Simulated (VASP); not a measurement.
Runs of VASP 6.6.1 on BP. The structure is that of space group F-43m (No. 216), or close to it. The cells are those of the table. 

```tsv
task	cell	k mesh	gap on the mesh (eV)	pressure (GPa)
single point	a = 3.209 Å, angles 60.0°, 2 atoms	17 × 17 × 17	1.24	0.9
electric field gradients	a = 3.209 Å, angles 60.0°, 2 atoms	17 × 17 × 17	1.24	0.9
single point	a = 3.182 Å, angles 60.0°, 2 atoms	12 × 12 × 12	1.20	(a)
single point	a = 3.235 Å, angles 60.0°, 2 atoms	12 × 12 × 12	1.27	-3.0
single point	a = 3.234, b = 3.234, c = 3.162 Å, angles 60.7, 60.7, 58.5°, 2 atoms	12 × 12 × 12	0.90	0.9
single point	a = 3.209 Å, angles 60.0°, 2 atoms	4 × 4 × 4	(b)	2.0
electric field gradients	a = 3.235 Å, angles 60.0°, 2 atoms	12 × 12 × 12	1.27	-3.0
electric field gradients	a = 3.234, b = 3.234, c = 3.162 Å, angles 60.7, 60.7, 58.5°, 2 atoms	12 × 12 × 12	0.90	0.9
single point	a = 3.209 Å, angles 60.0°, 2 atoms	9 × 9 × 9	1.26	0.9
electric field gradients	a = 3.261 Å, angles 60.0°, 2 atoms	12 × 12 × 12	1.30	-6.5
single point	a = 3.209 Å, angles 60.0°, 2 atoms	6 × 6 × 6	1.33	1.0
electric field gradients	a = 3.154 Å, angles 60.0°, 2 atoms	12 × 12 × 12	1.16	10.2
```

Alike in all rows: level PBE; potentials or basis VASP PAW PBE potentials, release 64 (B, P); no spin polarisation; cutoff (eV) 520; smearing fermi-dirac 0.08 eV.

Question: Fill in the values left out.

Answer: (a) 5.3; (b) 1.31.

Caveats: some runs use coarse meshes.

A k mesh can miss the band edges.
